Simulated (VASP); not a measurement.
Wanted: the native input for a VASP 6.6.1 run.

- Task: single point
- Functional: revPBE
- Potentials or basis: VASP PAW PBE potentials, release 64 (Tl_d)
- Cutoff: 520 eV
- k mesh: 12 × 12 × 12
- Occupations: fermi-dirac, width 0.1 eV
- Spin: no spin polarisation
- Dipole correction: no
- Further INCAR settings: ALGO = Normal; EDIFF = 1e-07; NBANDS = 20

The structure of Tl lies in POSCAR:

```
Tl
1.0
    0.0000000000      3.6861506883      3.6861506883
    3.6861506883      0.0000000000      3.6861506883
    3.6861506883      3.6861506883      0.0000000000
Tl
2
Direct
    0.1250000000      0.1250000000      0.1250000000
    0.8750000000      0.8750000000      0.8750000000
```

This cell differs from its parent crystal: volume scaled by 1.04.

One way to write it, as run:

INCAR

```
PREC = Accurate ; ENCUT = 520
EDIFF = 1E-7 ; ISMEAR = -1
SIGMA = 0.1 ; LREAL = False
LASPH = True ; NELM = 60
ALGO = Normal ; ISIF = 2
LWAVE = False ; LCHARG = False
GGA = RE ; NBANDS = 20
```

KPOINTS

```
Automatic mesh
0
Gamma
  12 12 12
```

Potentials or basis: VASP PAW PBE potentials, release 64 (Tl_d).

The run is started by

```console
$ cat potpaw_PBE.64/Tl_d/POTCAR > POTCAR
$ mpirun -np 1 vasp_std > vasp.out
```

Results of the run:

```yaml
Pressure: -0.4 GPa
Band_gap_on_the_k_mesh: zero (band 13 reaches 4.13 eV, above the bottom of band 14 at 1.56 eV)
```

Caveat: the PAW data sets were made with another functional, which shifts forces and pressure a little; spin-orbit coupling is left out, which moves the levels of the heavy elements.

Run time: 100 s on 1 thread of Intel(R) Xeon(R) Platinum 8259CL CPU @ 2.50GHz (Skylake/Cascade Lake), with other jobs on the host, peak memory 0.3 GiB.
